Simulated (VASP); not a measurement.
Set up this calculation in VASP 6.6.1, as the native input.

```
Task                   : single point
Functional             : PBE
Potentials or basis    : VASP PAW PBE potentials, release 64 (W_sv, C)
Cutoff                 : 520 eV
k mesh                 : 26 × 26 × 26
Occupations            : gaussian, width 0.15 eV
Spin                   : no spin polarisation
Dipole correction      : no
Further INCAR settings : ALGO = Normal; EDIFF = 1e-06; NBANDS = 16
```

The structure of WC lies in POSCAR:

```
WC
1.0
    0.0000000000      1.9511760874      2.7589629876
    1.9511760874      0.0000000000      2.7589629876
    1.9511760874      1.9511760874      0.0000000000
W C
1 1
Direct
    0.0000000000      0.0000000000      0.0000000000
    0.5000000000      0.5000000000      0.5000000000
```

This cell differs from its parent crystal: ratio of the length along z to the lengths across it x 1.414, volume and fractional coordinates fixed.

The input as run:

INCAR

```
SYSTEM = WC
ALGO = Normal
EDIFF = 1E-6
ENCUT = 520
GGA = PE
ISIF = 2
ISMEAR = 0
LASPH = .TRUE.
LCHARG = .TRUE.
LELF = .TRUE.
LREAL = .FALSE.
LVHAR = .TRUE.
LWAVE = .FALSE.
NBANDS = 16
NELM = 60
PREC = Accurate
SIGMA = 0.15
```

KPOINTS

```
k-points
0
G
  26 26 26
  0 0 0
```

Potentials or basis: VASP PAW PBE potentials, release 64 (W_sv, C).

The run is started by

```console
$ cat potpaw_PBE.64/W_sv/POTCAR potpaw_PBE.64/C/POTCAR > POTCAR
$ mpirun -np 1 vasp_std > vasp.out
```

It gave:

| Quantity | Value |
| --- | --- |
| Pressure | 79.2 GPa |
| Band gap on the k mesh | zero (bands 9 and 10 overlap by 4.14 eV) |

Caveat: the stress differs along the axes, from -13 to 125 GPa; spin-orbit coupling is left out, which moves the levels of the heavy elements.

Wall time 3 min on 1 thread of Intel(R) Xeon(R) 6975P-C (Granite Rapids), on a shared host, peak memory 0.54 GiB.
